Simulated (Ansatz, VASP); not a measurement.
One calculation of MgO, two programs

```
CELL_PARAMETERS angstrom
0.00000 2.12724 2.12724
2.12724 0.00000 2.12724
2.12724 2.12724 0.00000
ATOMIC_POSITIONS crystal
Mg 0.00000 0.00000 0.00000
O 0.50000 0.50000 0.50000
```

Alike in both runs: functional PBE; k mesh 10 × 10 × 10; occupations gaussian, width 0.02 eV; no spin polarisation.

Ansatz relaxed the structure, and its values are those at the end. VASP's run is a single point on that final structure, the one shown.

```csv
,VASP,Ansatz
version,VASP 6.6.1,Ansatz 0.2.0
potentials or method,"VASP PAW PBE potentials, release 64 (Mg, O), cutoff 520 eV","scalar-relativistic, plane waves, PAW"
valence electrons in the cell,8,16
```

Ansatz gave:

| Quantity | Value |
| --- | --- |
| gap on the k mesh at the Fermi level (eV) | 4.46 |
| least direct gap on the mesh (eV) | 4.46 |
| pressure (GPa) | 0.0 |

Q: Estimate VASP's values.

A: gap on the k mesh at the Fermi level (eV): 4.44; least direct gap on the mesh (eV): 4.44; pressure (GPa): -0.8.

VASP's potentials hold 8 valence electrons a cell and Ansatz's 16, so a difference there can come from the potentials and not from the codes.
